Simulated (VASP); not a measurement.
# Mg (P6/mmm) in VASP: a series of runs

Runs on Mg. Level: LDA. Tasks: single point.

Everything below comes from runs of VASP 6.6.1. Logs are shortened: lines on timing, memory, paths and dates and some standing lists are left out, and cuts for length are marked.

**1. The cell of the first run**

It takes space group P6/mmm (No. 191, hexagonal). Conventional cell: a = 2.822 Å, b = 2.822 Å, c = 2.715 Å, α = 90.00°, β = 90.00°, γ = 120.00°. Mg (site symmetry 6/mmm) has 8 Mg at 2.72 to 2.82 Å within 3.6 Å.

This isn't the form of Mg at room conditions, which is hcp.

**2. Single point, LDA**

INCAR reads:

```
  PREC = Accurate
  ENCUT = 520
  EDIFF = 1E-6
  ISMEAR = -1
  SIGMA = 0.1
  LREAL = False
  LASPH = True
  NELM = 80
  ALGO = Normal
  ISIF = 2
  LWAVE = False
  LCHARG = False
  GGA = CA
  NBANDS = 7
```

KPOINTS reads:

```
regular mesh
0
Gamma
  16 16 14
```

POSCAR reads:

```
Mg
1.0
    2.8219120844      0.0000000000      0.0000000000
   -1.4109560422      2.4438475524      0.0000000000
    0.0000000000      0.0000000000      2.7154153941
Mg
1
Direct
    0.0000000000      0.0000000000      0.0000000000
```

Potentials or basis: VASP PAW LDA potentials, release 64 (Mg).

Started as:

```
$ cat potpaw_LDA.64/Mg/POTCAR > POTCAR
$ mpirun -np 1 vasp_std > vasp.out
```

OUTCAR:

```text
PREC = Accurate
   ENCUT = 520
   EDIFF = 1E-6
   ISMEAR = -1
   LREAL = False
   LASPH = True
   NELM = 80
   ISIF = 2
   GGA = CA

 ion  position               nearest neighbor table
   1  0.000  0.000  0.000-

  LATTYP: Found a hexagonal cell.
 ALAT       =     2.8219120844
 C/A-ratio  =     0.9622608050

  Lattice vectors:

 A1 = (   2.8219120844,   0.0000000000,   0.0000000000)
 A2 = (  -1.4109560422,   2.4438475524,   0.0000000000)
 A3 = (   0.0000000000,   0.0000000000,   2.7154153941)

Analysis of symmetry for initial positions (statically):
=====================================================================
 Subroutine PRICEL returns:
 Original cell was already a primitive cell.

 Routine SETGRP: Setting up the symmetry group for a
 hexagonal supercell.

 Subroutine GETGRP returns: Found 24 space group operations
 (whereof 24 operations were pure point group operations)
 out of a pool of 24 trial point group operations.

The static configuration has the point symmetry D_6h.

Analysis of symmetry for dynamics (positions and initial velocities):
=====================================================================
 Subroutine PRICEL returns:
 Original cell was already a primitive cell.

 Routine SETGRP: Setting up the symmetry group for a
 hexagonal supercell.

 Subroutine GETGRP returns: Found 24 space group operations
 (whereof 24 operations were pure point group operations)
 out of a pool of 24 trial point group operations.

The dynamic configuration has the point symmetry D_6h.

 Subroutine INISYM returns: Found 24 space group operations
 (whereof 24 operations are pure point group operations),
 and found     1 'primitive' translations

----------------------------------------------------------------------------------------

                                     Primitive cell

  volume of cell :      18.7264

  direct lattice vectors                    reciprocal lattice vectors
     2.821912084  0.000000000  0.000000000     0.354369651  0.204595413  0.000000000
    -1.410956042  2.443847552  0.000000000     0.000000000  0.409190827  0.000000000
     0.000000000  0.000000000  2.715415394     0.000000000  0.000000000  0.368267780

  length of vectors
     2.821912084  2.821912084  2.715415394     0.409190827  0.409190827  0.368267780

  position of ions in fractional coordinates (direct lattice)
     0.000000000  0.000000000  0.000000000

  ion indices of the primitive-cell ions
   primitive index   ion index
                 1           1

----------------------------------------------------------------------------------------

 KPOINTS: regular mesh

Automatic generation of k-mesh.
 Grid dimensions read from file:
 generate k-points for:   16   16   14

 Generating k-lattice:

  Cartesian coordinates                     Fractional coordinates (reciprocal lattice)
     0.022148103  0.012787213  0.000000000     0.062500000 -0.000000000  0.000000000
     0.000000000  0.025574427  0.000000000     0.000000000  0.062500000  0.000000000
     0.000000000  0.000000000  0.026304841     0.000000000  0.000000000  0.071428571

  Length of vectors
     0.025574427  0.025574427  0.026304841

  Shift w.r.t. Gamma in fractional coordinates (k-lattice)
     0.000000000  0.000000000  0.000000000

 Subroutine IBZKPT returns following result:
 ===========================================

 Found    240 irreducible k-points:

 Following reciprocal coordinates:
            Coordinates               Weight
  0.000000  0.000000  0.000000      1.000000
  0.062500  0.000000  0.000000      6.000000
  0.125000  0.000000  0.000000      6.000000
  0.187500 -0.000000  0.000000      6.000000
  0.250000  0.000000  0.000000      6.000000
  0.312500  0.000000  0.000000      6.000000
[... 16 lines left out ...]
  0.187500  0.187500  0.000000      6.000000
  0.250000  0.187500  0.000000     12.000000
 [... further k-points ...]
   k-points           NKPTS =    240   k-points in BZ     NKDIM =    240   number of bands    NBANDS=      7
   number of dos      NEDOS =    301   number of ions     NIONS =      1
   total plane-waves  NPLWV =  11520
   dimension x,y,z NGX =    24 NGY =   24 NGZ =   20
   dimension x,y,z NGXF=    48 NGYF=   48 NGZF=   40
   ions per type =               1
   NGX,Y,Z   is equivalent  to a cutoff of  14.14, 14.14, 12.24 a.u.
   NGXF,Y,Z  is equivalent  to a cutoff of  28.28, 28.28, 24.49 a.u.
 SYSTEM =  unknown system
   PREC   = accura    normal or accurate (medium, high low for compatibility)
   ISTART =      0    job   : 0-new  1-cont  2-samecut
   ICHARG =      2    charge: 1-file 2-atom 10-const
   ISPIN  =      1    spin polarized calculation?
   LNONCOLLINEAR =      F non collinear calculations
   LSORBIT =      F    spin-orbit coupling
   LASPH  =      T    aspherical Exc in radial PAW
   ENCUT  =  520.0 eV  38.22 Ry    6.18 a.u.   5.25  5.25  5.05*2*pi/ulx,y,z
   NELM   =     80;   NELMIN=  2; NELMDL= -5     # of ELM steps
   EDIFF  = 0.1E-05   stopping-criterion for ELM
   LREAL  =      F    real-space projection
   EDIFFG = 0.1E-04   stopping-criterion for IOM
   NSW    =      0    number of steps for IOM
   IBRION =     -1    ionic relax: 0-MD 1-quasi-New 2-CG
   NFREE  =      0    steps in history (QN), initial steepest desc. (CG)
   ISIF   =      2    stress and relaxation
   ISYM   =      2    0-nonsym 1-usesym 2-fastsym
   POTIM  = 0.5000    time-step for ionic-motion
   TEBEG  =    0.0;   TEEND  =   0.0 temperature during run
   PSTRESS=    0.0 pullay stress
   NELECT =       2.0000    total number of electrons
   NUPDOWN=      -1.0000    fix difference up-down
   EMIN   =  10.00;   EMAX   =-10.00  energy-range for DOS
   EFERMI =   0.00;   METHOD = LEGACY
   ISMEAR =    -1;   SIGMA  =   0.10  broadening in eV -4-tet -1-fermi 0-gaus
   EFERMI_NEDOS =   21; number of points for ismear=-14 and -15
   IALGO  =     38    algorithm
   IMIX   =      4    mixing-type and parameters
     AMIX     =   0.40;   BMIX     =  1.00
     AMIX_MAG =   1.60;   BMIX_MAG =  1.00
  volume/ion in A,a.u.               =      18.73       126.37
  Fermi-wavevector in a.u.,A,eV,Ry     =   0.776724  1.467796  8.208403  0.603301
  Thomas-Fermi vector in A             =   1.879262
   LORBIT       =      0    0 simple, 1 ext, 2 COOP (PROOUT), +10 PAW based schemes
   GGA     = CA    functional components
   LHFCALC =     F    Hartree Fock is set to
   AEXX    =    0.0000 exact exchange contribution
   IVDW    =     0    specifies the selected vdW correction
   LEPSILON=     F    determine dielectric tensor
   LRPA    =     F    only Hartree local field effects (RPA)
 non-spin polarized calculation
  energy-cutoff  :      520.00
  volume of cell :       18.73
 maximum number of plane-waves:       518
 NGX is ok and might be reduce to    24
   NGX = 11   NGY = 11   NGZ = 11

 number of electron       2.0000000 magnetization

 Free energy of the ion-electron system (eV)
  ---------------------------------------------------
  ext. energy  EPLUGINS =         0.00000000
  ---------------------------------------------------
  free energy    TOTEN  =        -1.42331003 eV

  energy without entropy =       -1.41162845  energy(sigma->0) =       -1.41746924

 E-fermi :   3.6478     XC(G=0):  -9.3467

 val. band max:        3.6474617810   @ k =   0.3125   0.0625   0.5000
 cond. band min:       3.6629369268   @ k =   0.2500   0.0000   0.4286
 fundamental gap:      0.0154751458
 Fermi energy:         3.6477609582

 k-point     1 :       0.0000    0.0000    0.0000
  band No.  band energies     occupation
      1      -4.2173      2.00000
      2      13.0175      0.00000
      3      15.1435      0.00000
      4      17.4770      0.00000
      5      17.4770      0.00000
      6      19.6880      0.00000
      7      19.6880      0.00000

 k-point     2 :       0.0625    0.0000    0.0000
  band No.  band energies     occupation
      1      -4.1186      2.00000
      2      12.9773      0.00000
      3      15.2172      0.00000
      4      16.0335      0.00000
      5      16.9973      0.00000
      6      19.5879      0.00000
      7      20.3302      0.00000

 k-point     3 :       0.1250    0.0000    0.0000
  band No.  band energies     occupation
      1      -3.8232      2.00000
      2      12.5984      0.00000
      3      14.1754      0.00000
      4      15.4384      0.00000
      5      16.1782      0.00000
      6      19.1828      0.00000
      7      21.6355      0.00000

 k-point     4 :       0.1875   -0.0000    0.0000
  band No.  band energies     occupation
      1      -3.3335      2.00000
      2      11.0151      0.00000
      3      13.5029      0.00000
      4      15.4064      0.00000
      5      15.8075      0.00000
      6      18.8940      0.00000
      7      23.2120      0.00000

 k-point     5 :       0.2500    0.0000    0.0000
  band No.  band energies     occupation
      1      -2.6533      2.00000
      2       8.9936      0.00000
      3      13.2956      0.00000
      4      14.7559      0.00000
      5      16.3237      0.00000
      6      18.9258      0.00000
      7      24.9745      0.00000
[... 161 lines left out ...]
 k-point    22 :       0.4375    0.1250    0.0000
  band No.  band energies     occupation
      1       1.7771      2.00000
      2       2.5544      1.99996
      3       9.4215      0.00000
      4      16.9897      0.00000
      5      19.3984      0.00000
      6      21.3839      0.00000
      7      21.9423      0.00000

 k-point    23 :       0.1875    0.1875    0.0000
  band No.  band energies     occupation
      1      -1.5976      2.00000
      2       8.1121      0.00000
      3       9.1522      0.00000
      4      16.9789      0.00000
      5      17.1407      0.00000
      6      21.6804      0.00000
      7      22.7866      0.00000

 k-point    24 :       0.2500    0.1875    0.0000
  band No.  band energies     occupation
      1      -0.6521      2.00000
      2       6.5374      0.00000
      3       8.3466      0.00000
      4      17.7418      0.00000
      5      17.8776      0.00000
      6      21.7934      0.00000
      7      24.0148      0.00000

 [... further k-points ...]

------------------------ aborting loop because EDIFF is reached ----------------------------------------

  FORCE on cell =-STRESS in cart. coord.  units (eV):
  Direction    XX          YY          ZZ          XY          YZ          ZX
  --------------------------------------------------------------------------------------
  -------------------------------------------------------------------------------------
  Total        1.3763293      1.3763293      1.3761661      0.0000000     -0.0000000      0.0000000
  in kB      117.7549205    117.7549205    117.7409635      0.0000000     -0.0000000      0.0000000
  external PRESSURE =     117.7502682 kB  Pullay stress =       0.0000000 kB

 VOLUME and BASIS-vectors are now :
 -----------------------------------------------------------------------------
  energy-cutoff  :      520.00
  volume of cell :       18.73
      direct lattice vectors                 reciprocal lattice vectors
     2.821912084  0.000000000  0.000000000     0.354369651  0.204595413  0.000000000
    -1.410956042  2.443847552  0.000000000     0.000000000  0.409190827  0.000000000
     0.000000000  0.000000000  2.715415394     0.000000000  0.000000000  0.368267780

 POSITION                                       TOTAL-FORCE (eV/Angst)
 -----------------------------------------------------------------------------------
      0.00000      0.00000      0.00000         0.000000      0.000000      0.000000
 -----------------------------------------------------------------------------------
    total drift:                               -0.000000      0.000000      0.000000

  FREE ENERGIE OF THE ION-ELECTRON SYSTEM (eV)
  ---------------------------------------------------
  free  energy   TOTEN  =        -1.4233100304 eV

  energy  without entropy=       -1.4116284483  energy(sigma->0) =       -1.41746924
```

Run time: 30 s. Hardware: 1 thread of Intel Xeon 8259CL, shared host; peak memory 0.15 GiB.

Results:

```yaml
Free_energy: -1.4233 eV
Pressure: 11.8 GPa
Band_gap_on_the_k_mesh: zero (bands 1 and 2 overlap by 6.17 eV)
```

Caveat: the cell stands under pressure.

**3. Single point, LDA**

INCAR reads:

```
SYSTEM = Mg
ALGO = Normal
EDIFF = 1E-6
ENCUT = 520
ISIF = 2
ISMEAR = -1
LASPH = .TRUE.
LCHARG = .FALSE.
LREAL = .FALSE.
LWAVE = .FALSE.
NBANDS = 7
NELM = 80
PREC = Accurate
SIGMA = 0.1
```

KPOINTS reads:

```
k-points
0
G
  16 16 14
  0 0 0
```

POSCAR reads:

```
Mg
1.0
    2.8226161174      0.0000000000      0.0000000000
   -1.4113080587      2.4444572628      0.0000000000
    0.0000000000      0.0000000000      2.7159864893
Mg
1
Direct
    0.0000000000      0.0000000000      0.0000000000
```

Potentials or basis: VASP PAW LDA potentials, release 64 (Mg).

Started as:

```
$ cat potpaw_LDA.64/Mg/POTCAR > POTCAR
$ mpirun -np 1 vasp_std > vasp.out
```

It took 33 s on 1 thread of Intel Xeon 8259CL, shared host; peak memory 0.15 GiB.

The run converged. Its results:

```yaml
Free_energy: -1.4243 eV
Pressure: 11.7 GPa
Band_gap_on_the_k_mesh: zero (bands 1 and 2 overlap by 6.17 eV)
```

Levels at points of the mesh, in eV from the Fermi level:
| k point | band 1 | band 2 | band 3 | band 4 |
| --- | --- | --- | --- | --- |
| (0.00, 0.00, 0.00) | -7.86 | 9.37 | 11.49 | 13.82 |
| (0.50, 0.00, 0.00) | -2.13 | -1.37 | 9.05 | 9.93 |
| (0.00, 0.00, 0.50) | -2.92 | -2.88 | 16.71 | 16.71 |
| (0.50, 0.00, 0.50) | 2.06 | 2.75 | 2.89 | 4.18 |

Caveat: the cell stands under pressure.
